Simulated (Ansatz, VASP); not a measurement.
# Cd in VASP and in Ansatz

```
CELL_PARAMETERS angstrom
2.72239 0.00000 0.00000
0.00000 2.72239 0.00000
0.00000 0.00000 2.72239
ATOMIC_POSITIONS crystal
Cd 0.00000 0.00000 0.00000
```

Change from the starting cell: volume scaled by 0.75, LAPW.

Alike in both runs: task single point; functional PBE; k mesh 14 × 14 × 14; occupations fermi-dirac, width 0.08 eV; no spin polarisation.

|  | VASP | Ansatz |
| --- | --- | --- |
| version | VASP 6.6.1 | Ansatz 0.2.0 |
| potentials or method | VASP PAW PBE potentials, release 64 (Cd), cutoff 520 eV | all-electron LAPW, scalar-relativistic |

VASP gave:

```
pressure (GPa) : 20.6
```

Q: Estimate Ansatz's values.

A: Pressure (GPa): 19.9.

Ansatz ran all-electron here, and VASP with PAW potentials.
